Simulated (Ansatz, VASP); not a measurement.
**IrPt2: VASP beside Ansatz**

```
Ir Pt
1.0
     4.45221    0.00000    0.00000
    -2.22611    3.85573    0.00000
     0.00000    0.00000    5.47751
Ir Pt
2 4
Direct
  0.66667 0.33333 0.75000
  0.33333 0.66667 0.25000
  0.66667 0.33333 0.25000
  0.33333 0.66667 0.75000
  0.00000 0.00000 0.00000
  0.00000 0.00000 0.50000
```

Change from the starting cell: species swapped into the Ni2Ge type (P6_3/mmc, No. 194).

Alike in both runs: functional PBE; k mesh 5 × 5 × 3; occupations gaussian, width 0.2 eV; no spin polarisation.

Ansatz relaxed the structure, and its values are those at the end. VASP's run is a single point on that final structure, the one shown.

```csv
,VASP,Ansatz
version,VASP 6.6.1,Ansatz 0.2.0
potentials or method,"VASP PAW PBE potentials, release 64 (Ir, Pt), cutoff 500 eV","scalar-relativistic, plane waves, PAW"
valence electrons in the cell,58,106
```

```csv
,VASP,Ansatz,Ansatz less VASP
gap on the k mesh at the Fermi level (eV),none,none,-
pressure (GPa),-0.3,0.0,+0.28
```

A gap of «none» marks a metal or a gap that the smearing closes. VASP's potentials hold 58 valence electrons a cell and Ansatz's 106, so a difference there can come from the potentials and not from the codes.

The k mesh is coarse, so the values compare programs but aren't converged. Spin-orbit coupling is off throughout.
